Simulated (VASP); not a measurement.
# C (Fm-3m) in VASP: a series of runs

The runs below take C through single point, with PBEsol.

Everything below comes from runs of VASP 6.6.1. Logs are shortened: lines on timing, memory, paths and dates and some standing lists are left out, and cuts for length are marked.

### 1 The cell of the first run

The structure is cubic, space group Fm-3m (No. 225). The conventional cell has a = 2.419 Å, b = 2.419 Å, c = 2.419 Å, α = 90.00°, β = 90.00°, γ = 90.00°. Within 2.3 Å of C (site symmetry m-3m) lie 12 C at 1.71 Å.

### 2 Single point, PBEsol (volume scaled by 0.506, to set the pressure)

The input, INCAR:

```
ALGO     = Normal         # electronic algorithm
EDIFF    = 1E-6           # SCF threshold, eV
ENCUT    = 600            # plane-wave cutoff, eV
GGA      = PS             # functional
GGA_COMPAT= F            
ISIF     = 2              # what is computed and relaxed
ISMEAR   = -1             # smearing method
LASPH    = T              # aspherical terms in the spheres
LCHARG   = F              # write CHGCAR
LREAL    = F              # projectors in reciprocal space
LWAVE    = F              # write WAVECAR
NBANDS   = 8              # bands
NELM     = 120            # most SCF steps
PREC     = Accurate       # precision mode
SIGMA    = 0.08           # smearing width, eV
```

The input, KPOINTS:

```
k-points
0
Gamma
  28 28 28
```

The input, POSCAR:

```
C
1.0
    0.0000000000      1.2092920415      1.2092920415
    1.2092920415      0.0000000000      1.2092920415
    1.2092920415      1.2092920415      0.0000000000
C
1
Direct
    0.0000000000      0.0000000000      0.0000000000
```

Potentials or basis: VASP PAW PBE potentials, release 64 (C).

On the command line:

```
$ cat potpaw_PBE.64/C/POTCAR > POTCAR
$ mpirun -np 1 vasp_std > vasp.out
```

OUTCAR:

```text
EDIFF = 1E-6
   ENCUT = 600
   GGA = PS
   ISIF = 2
   ISMEAR = -1
   LASPH = T
   LREAL = F
   NELM = 120
   PREC = Accurate

 ion  position               nearest neighbor table
   1  0.000  0.000  0.000-

  LATTYP: Found a face centered cubic cell.
 ALAT       =     2.4185840830

  Lattice vectors:

 A1 = (   0.0000000000,   1.2092920415,   1.2092920415)
 A2 = (   1.2092920415,   0.0000000000,   1.2092920415)
 A3 = (   1.2092920415,   1.2092920415,   0.0000000000)

Analysis of symmetry for initial positions (statically):
=====================================================================
 Subroutine PRICEL returns:
 Original cell was already a primitive cell.

 Routine SETGRP: Setting up the symmetry group for a
 face centered cubic supercell.

 Subroutine GETGRP returns: Found 48 space group operations
 (whereof 48 operations were pure point group operations)
 out of a pool of 48 trial point group operations.

The static configuration has the point symmetry O_h .

Analysis of symmetry for dynamics (positions and initial velocities):
=====================================================================
 Subroutine PRICEL returns:
 Original cell was already a primitive cell.

 Routine SETGRP: Setting up the symmetry group for a
 face centered cubic supercell.

 Subroutine GETGRP returns: Found 48 space group operations
 (whereof 48 operations were pure point group operations)
 out of a pool of 48 trial point group operations.

The dynamic configuration has the point symmetry O_h .

 Subroutine INISYM returns: Found 48 space group operations
 (whereof 48 operations are pure point group operations),
 and found     1 'primitive' translations

----------------------------------------------------------------------------------------

                                     Primitive cell

  volume of cell :       3.5369

  direct lattice vectors                    reciprocal lattice vectors
     0.000000000  1.209292041  1.209292041    -0.413465055  0.413465055  0.413465055
     1.209292041  0.000000000  1.209292041     0.413465055 -0.413465055  0.413465055
     1.209292041  1.209292041  0.000000000     0.413465055  0.413465055 -0.413465055

  length of vectors
     1.710197206  1.710197206  1.710197206     0.716142482  0.716142482  0.716142482

  position of ions in fractional coordinates (direct lattice)
     0.000000000  0.000000000  0.000000000

[... 70 lines left out ...]
   LNONCOLLINEAR =      F non collinear calculations
   LSORBIT =      F    spin-orbit coupling
   LASPH  =      T    aspherical Exc in radial PAW
   ENCUT  =  600.0 eV  44.10 Ry    6.64 a.u.   3.42  3.42  3.42*2*pi/ulx,y,z
   NELM   =    120;   NELMIN=  2; NELMDL= -5     # of ELM steps
   EDIFF  = 0.1E-05   stopping-criterion for ELM
   LREAL  =      F    real-space projection
   EDIFFG = 0.1E-04   stopping-criterion for IOM
   NSW    =      0    number of steps for IOM
   IBRION =     -1    ionic relax: 0-MD 1-quasi-New 2-CG
   NFREE  =      0    steps in history (QN), initial steepest desc. (CG)
   ISIF   =      2    stress and relaxation
   ISYM   =      2    0-nonsym 1-usesym 2-fastsym
   POTIM  = 0.5000    time-step for ionic-motion
   TEBEG  =    0.0;   TEEND  =   0.0 temperature during run
   PSTRESS=    0.0 pullay stress
   NELECT =       4.0000    total number of electrons
   NUPDOWN=      -1.0000    fix difference up-down
   EMIN   =  10.00;   EMAX   =-10.00  energy-range for DOS
   EFERMI =   0.00;   METHOD = LEGACY
   ISMEAR =    -1;   SIGMA  =   0.08  broadening in eV -4-tet -1-fermi 0-gaus
   EFERMI_NEDOS =   21; number of points for ismear=-14 and -15
   IALGO  =     38    algorithm
   IMIX   =      4    mixing-type and parameters
     AMIX     =   0.40;   BMIX     =  1.00
     AMIX_MAG =   1.60;   BMIX_MAG =  1.00
  volume/ion in A,a.u.               =       3.54        23.87
  Fermi-wavevector in a.u.,A,eV,Ry     =   1.705638  3.223189 39.582102  2.909202
  Thomas-Fermi vector in A             =   2.784822
   LORBIT       =      0    0 simple, 1 ext, 2 COOP (PROOUT), +10 PAW based schemes
   GGA     = PS    functional components
   LHFCALC =     F    Hartree Fock is set to
   AEXX    =    0.0000 exact exchange contribution
   IVDW    =     0    specifies the selected vdW correction
   LEPSILON=     F    determine dielectric tensor
   LRPA    =     F    only Hartree local field effects (RPA)
 non-spin polarized calculation
  energy-cutoff  :      600.00
  volume of cell :        3.54
 maximum number of plane-waves:       126
 NGX is ok and might be reduce to    14
   NGX =  7   NGY =  7   NGZ =  7

 number of electron       4.0000000 magnetization

 Free energy of the ion-electron system (eV)
  ---------------------------------------------------
  ext. energy  EPLUGINS =         0.00000000
  ---------------------------------------------------
  free energy    TOTEN  =        -2.67673813 eV

  energy without entropy =       -2.67093241  energy(sigma->0) =       -2.67383527

 E-fermi :  21.3956     XC(G=0): -16.4633

 val. band max:       21.3891686658   @ k =   0.4286   0.3929   0.0357
 cond. band min:      21.4156405262   @ k =  -0.4286   0.3571   0.1071
 fundamental gap:      0.0264718604
 Fermi energy:        21.3955918348

 k-point     1 :       0.0000    0.0000    0.0000
  band No.  band energies     occupation
      1     -10.7817      2.00000
      2      36.4265      0.00000
      3      36.4265      0.00000
      4      36.4265      0.00000
      5      62.5565      0.00000
      6      62.5565      0.00000
      7      62.5565      0.00000
      8      68.2312      0.00000
[... 243 lines left out ...]
 k-point    24 :       0.3214    0.0357    0.0000
  band No.  band energies     occupation
      1      -4.8842      2.00000
      2      18.9735      2.00000
      3      32.8279      0.00000
      4      33.9421      0.00000
      5      58.3342      0.00000
      6      60.0928      0.00000
      7      62.2032      0.00000
      8      66.2035      0.00000

 [... further k-points ...]
[... 5 lines left out ...]
  --------------------------------------------------------------------------------------
  -------------------------------------------------------------------------------------
  Total        8.6323928      8.6323928      8.6323928      0.0000000      0.0000000      0.0000000
  in kB     3910.3731006   3910.3731006   3910.3731006      0.0000000      0.0000000      0.0000000
  external PRESSURE =    3910.3731006 kB  Pullay stress =       0.0000000 kB

 VOLUME and BASIS-vectors are now :
 -----------------------------------------------------------------------------
  energy-cutoff  :      600.00
  volume of cell :        3.54
      direct lattice vectors                 reciprocal lattice vectors
     0.000000000  1.209292041  1.209292041    -0.413465055  0.413465055  0.413465055
     1.209292041  0.000000000  1.209292041     0.413465055 -0.413465055  0.413465055
     1.209292041  1.209292041  0.000000000     0.413465055  0.413465055 -0.413465055

 POSITION                                       TOTAL-FORCE (eV/Angst)
 -----------------------------------------------------------------------------------
      0.00000      0.00000      0.00000         0.000000      0.000000      0.000000
 -----------------------------------------------------------------------------------
    total drift:                               -0.000000     -0.000000     -0.000000

  FREE ENERGIE OF THE ION-ELECTRON SYSTEM (eV)
  ---------------------------------------------------
  free  energy   TOTEN  =        -2.6767381321 eV

  energy  without entropy=       -2.6709324110  energy(sigma->0) =       -2.67383527
```

OSZICAR:

```text
N       E                     dE             d eps       ncg     rms          rms(c)
DAV:   1    -0.126221492753E+01   -0.12622E+01   -0.32717E+03 11672   0.592E+02
DAV:   2    -0.269223403008E+01   -0.14300E+01   -0.13725E+01 13176   0.316E+01
DAV:   3    -0.269366630404E+01   -0.14323E-02   -0.14322E-02 11344   0.101E+00
DAV:   4    -0.269366636889E+01   -0.64852E-07   -0.62078E-07 14088   0.571E-03
DAV:   5    -0.269366636476E+01    0.41240E-08   -0.16598E-11 11376   0.149E-05    0.334E+00
DAV:   6    -0.268188836953E+01    0.11778E-01   -0.39969E-03 11144   0.480E-01    0.202E+00
DAV:   7    -0.267676121006E+01    0.51272E-02   -0.60813E-03 11456   0.606E-01    0.108E-01
DAV:   8    -0.267673846639E+01    0.22744E-04   -0.35024E-05 10416   0.470E-02    0.772E-03
DAV:   9    -0.267673813209E+01    0.33430E-06   -0.10267E-06 11544   0.790E-03
   1 F= -.26767381E+01 E0= -.26738353E+01  d E =-.580572E-02
```

Wall time 17 s (1 thread of Intel Xeon 8259CL, shared host); peak memory 0.12 GiB.

What came out:

```
Free energy            : -2.6767 eV
Pressure               : 391.0 GPa
Band gap on the k mesh : zero (band 2 reaches 36.43 eV, above the bottom of band 3 at 16.11 eV)
```

Caveat: the cell differs from its parent crystal (volume scaled by 0.506, to set the pressure); the PAW data sets were made with another functional, which shifts forces and pressure a little.

### 3 Single point, PBEsol

This run uses another cell than the first one, of 6.99 Å³/atom, 1.976 times its volume.

INCAR is that of step 2.

The input, KPOINTS:

```
k-points
0
Gamma
  23 23 23
```

The input, POSCAR:

```
C
1.0
    0.0000000000      1.5175663536      1.5175663536
    1.5175663536      0.0000000000      1.5175663536
    1.5175663536      1.5175663536      0.0000000000
C
1
Direct
    0.0000000000      0.0000000000      0.0000000000
```

Potentials or basis: VASP PAW PBE potentials, release 64 (C).

On the command line:

```
$ cat potpaw_PBE.64/C/POTCAR > POTCAR
$ mpirun -np 1 vasp_std > vasp.out
```

OUTCAR:

```text
EDIFF = 1E-6
   ENCUT = 600
   GGA = PS
   ISIF = 2
   ISMEAR = -1
   LASPH = T
   LREAL = F
   NELM = 120
   PREC = Accurate

 ion  position               nearest neighbor table
   1  0.000  0.000  0.000-

  LATTYP: Found a face centered cubic cell.
 ALAT       =     3.0351327072

  Lattice vectors:

 A1 = (   0.0000000000,   1.5175663536,   1.5175663536)
 A2 = (   1.5175663536,   0.0000000000,   1.5175663536)
 A3 = (   1.5175663536,   1.5175663536,   0.0000000000)

Analysis of symmetry for initial positions (statically):
=====================================================================
 Subroutine PRICEL returns:
 Original cell was already a primitive cell.

 Routine SETGRP: Setting up the symmetry group for a
 face centered cubic supercell.

 Subroutine GETGRP returns: Found 48 space group operations
 (whereof 48 operations were pure point group operations)
 out of a pool of 48 trial point group operations.

The static configuration has the point symmetry O_h .

Analysis of symmetry for dynamics (positions and initial velocities):
=====================================================================
 Subroutine PRICEL returns:
 Original cell was already a primitive cell.

 Routine SETGRP: Setting up the symmetry group for a
 face centered cubic supercell.

 Subroutine GETGRP returns: Found 48 space group operations
 (whereof 48 operations were pure point group operations)
 out of a pool of 48 trial point group operations.

The dynamic configuration has the point symmetry O_h .

 Subroutine INISYM returns: Found 48 space group operations
 (whereof 48 operations are pure point group operations),
 and found     1 'primitive' translations

----------------------------------------------------------------------------------------

[... 109 lines left out ...]
     AMIX     =   0.40;   BMIX     =  1.00
     AMIX_MAG =   1.60;   BMIX_MAG =  1.00
  volume/ion in A,a.u.               =       6.99        47.17
  Fermi-wavevector in a.u.,A,eV,Ry     =   1.359160  2.568439 25.134246  1.847315
  Thomas-Fermi vector in A             =   2.485931
   LORBIT       =      0    0 simple, 1 ext, 2 COOP (PROOUT), +10 PAW based schemes
   GGA     = PS    functional components
   LHFCALC =     F    Hartree Fock is set to
   AEXX    =    0.0000 exact exchange contribution
   IVDW    =     0    specifies the selected vdW correction
   LEPSILON=     F    determine dielectric tensor
   LRPA    =     F    only Hartree local field effects (RPA)
 non-spin polarized calculation
  energy-cutoff  :      600.00
  volume of cell :        6.99
 maximum number of plane-waves:       259
 NGX is ok and might be reduce to    18
   NGX =  9   NGY =  9   NGZ =  9

 number of electron       4.0000000 magnetization

 Free energy of the ion-electron system (eV)
  ---------------------------------------------------
  ext. energy  EPLUGINS =         0.00000000
  ---------------------------------------------------
  free energy    TOTEN  =        -5.19208899 eV

  energy without entropy =       -5.18388299  energy(sigma->0) =       -5.18798599

 E-fermi :   8.2444     XC(G=0): -13.0041

 val. band max:        8.2319384516   @ k =   0.4348   0.3478   0.0435
 cond. band min:       8.2448323956   @ k =  -0.3478   0.4783   0.1739
 fundamental gap:      0.0128939440
 Fermi energy:         8.2443799054

 k-point     1 :       0.0000    0.0000    0.0000
  band No.  band energies     occupation
      1     -11.1746      2.00000
      2      16.5765      0.00000
      3      16.5765      0.00000
      4      16.5765      0.00000
      5      38.7159      0.00000
      6      38.7159      0.00000
      7      38.7159      0.00000
      8      40.4323      0.00000
[... 243 lines left out ...]
 k-point    24 :      -0.4783    0.0435    0.0000
  band No.  band energies     occupation
      1      -1.4202      2.00000
      2      -0.7261      2.00000
      3      14.5158      0.00000
      4      14.6948      0.00000
      5      33.7201      0.00000
      6      34.3773      0.00000
      7      36.2472      0.00000
      8      38.9014      0.00000

 [... further k-points ...]

------------------------ aborting loop because EDIFF is reached ----------------------------------------

  FORCE on cell =-STRESS in cart. coord.  units (eV):
  Direction    XX          YY          ZZ          XY          YZ          ZX
  --------------------------------------------------------------------------------------
  -------------------------------------------------------------------------------------
  Total        0.0024977      0.0024977      0.0024977      0.0000000     -0.0000000      0.0000000
  in kB        0.5725001      0.5725001      0.5725001      0.0000000     -0.0000000      0.0000000
  external PRESSURE =       0.5725001 kB  Pullay stress =       0.0000000 kB

 VOLUME and BASIS-vectors are now :
 -----------------------------------------------------------------------------
  energy-cutoff  :      600.00
  volume of cell :        6.99
      direct lattice vectors                 reciprocal lattice vectors
     0.000000000  1.517566354  1.517566354    -0.329474885  0.329474885  0.329474885
     1.517566354  0.000000000  1.517566354     0.329474885 -0.329474885  0.329474885
     1.517566354  1.517566354  0.000000000     0.329474885  0.329474885 -0.329474885

 POSITION                                       TOTAL-FORCE (eV/Angst)
 -----------------------------------------------------------------------------------
      0.00000      0.00000      0.00000         0.000000     -0.000000      0.000000
 -----------------------------------------------------------------------------------
    total drift:                                0.000000     -0.000000     -0.000000

  FREE ENERGIE OF THE ION-ELECTRON SYSTEM (eV)
  ---------------------------------------------------
  free  energy   TOTEN  =        -5.1920889933 eV

  energy  without entropy=       -5.1838829918  energy(sigma->0) =       -5.18798599
```

OSZICAR:

```text
N       E                     dE             d eps       ncg     rms          rms(c)
DAV:   1    -0.321910982625E+01   -0.32191E+01   -0.26644E+03  6176   0.545E+02
DAV:   2    -0.518876984186E+01   -0.19697E+01   -0.18471E+01  7928   0.323E+01
DAV:   3    -0.519571314716E+01   -0.69433E-02   -0.69274E-02  6208   0.211E+00
DAV:   4    -0.519571525692E+01   -0.21098E-05   -0.21105E-05  8568   0.364E-02
DAV:   5    -0.519571525833E+01   -0.14154E-08   -0.30469E-09  6336   0.242E-04    0.990E-01
DAV:   6    -0.519293655273E+01    0.27787E-02   -0.23428E-03  5888   0.273E-01    0.558E-01
DAV:   7    -0.519208144006E+01    0.85511E-03   -0.30947E-03  5936   0.319E-01    0.447E-02
DAV:   8    -0.519208908360E+01   -0.76435E-05   -0.34157E-05  6136   0.486E-02    0.633E-03
DAV:   9    -0.519208899327E+01    0.90323E-07   -0.99241E-08  5672   0.321E-03
   1 F= -.51920890E+01 E0= -.51879860E+01  d E =-.820600E-02
```

Run time: 37 s. Hardware: 1 thread of Intel Xeon 8259CL, shared host; peak memory 0.13 GiB.

What came out:

```yaml
Free_energy: -5.1921 eV
Pressure: 0.1 GPa
Band_gap_on_the_k_mesh: zero (band 2 reaches 16.58 eV, above the bottom of band 3 at 4.91 eV)
```

Levels at points of the mesh, in eV from the Fermi level:
| k point | band 1 | band 2 | band 3 | band 4 | band 5 | band 6 |
| --- | --- | --- | --- | --- | --- | --- |
| (0.00, 0.00, 0.00) | -19.42 | 8.33 | 8.33 | 8.33 | 30.47 | 30.47 |

Caveat: the PAW data sets were made with another functional, which shifts forces and pressure a little.
